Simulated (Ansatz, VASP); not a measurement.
**P: VASP beside Ansatz**

```
CELL_PARAMETERS angstrom
-1.71468 2.54962 1.80904
1.71468 -2.54962 1.80904
1.71468 2.54962 -1.80904
ATOMIC_POSITIONS crystal
P 0.80331 0.05331 0.75000
P 0.19669 0.94669 0.25000
```

Alike in both runs: task single point; functional LDA; k mesh 20 × 20 × 20; occupations gaussian, width 0.15 eV; no spin polarisation.

|  | VASP | Ansatz |
| --- | --- | --- |
| version | VASP 6.6.1 | Ansatz 0.2.0 |
| potentials or method | VASP PAW LDA potentials, release 64 (P), cutoff 520 eV | scalar-relativistic, plane waves, PAW |
| valence electrons in the cell | 10 | 10 |

|  | VASP | Ansatz | Ansatz less VASP |
| --- | --- | --- | --- |
| gap on the k mesh at the Fermi level (eV) | none | none | - |
| pressure (GPa) | -2.7 | -2.5 | +0.19 |
| traceless stress, the component that is largest in VASP (GPa) | 4.32 | 4.32 | 0.000 |
| rms of the force components (eV/Å) | 0.284 | 0.309 | +0.0250 |

LDA's correlation is that of Perdew and Zunger in VASP and of Perdew and Wang (1992) in Ansatz. Atom by atom the forces differ by 0.025 eV/Å (rms over components). A gap of «none» marks a metal or a gap that the smearing closes.
